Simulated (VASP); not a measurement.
Crystal: Pd.

```
CELL_PARAMETERS angstrom
2.83826 0.00000 0.00000
-1.41913 2.45801 0.00000
0.00000 0.00000 4.71968
ATOMIC_POSITIONS crystal
Pd 0.33333 0.66667 0.25000
Pd 0.66667 0.33333 0.75000
```

Base run:

* Program: VASP 6.6.1
* Functional: PBE
* Potentials or basis: VASP PAW PBE potentials, release 64 (Pd)
* Cutoff: 520 eV
* k mesh: 11 × 11 × 6
* Occupations: fermi-dirac, width 0.05 eV
* Spin: no spin polarisation

Its results: band gap on the k mesh zero (band 10 reaches 8.16 eV, above the bottom of band 11 at 7.45 eV); pressure -9.3 GPa.

Task: After a change of settings the same cell gave: band gap on the k mesh zero (band 10 reaches 8.02 eV, above the bottom of band 11 at 7.26 eV); pressure -12.6 GPa. Which change was it?
A. functional from PBE to r2SCAN
B. functional from PBE to PBEsol; further incar settings from ALGO = Normal; EDIFF = 1e-07; NBANDS = 17 to ALGO = Normal; EDIFF = 1e-06; NBANDS = 17
C. functional from PBE to LDA; potentials or basis from VASP PAW PBE potentials, release 64 (Pd) to VASP PAW LDA potentials, release 64 (Pd)

Result: A.

Caveats: the PAW data sets were made with another functional, which shifts forces and pressure a little (some runs).
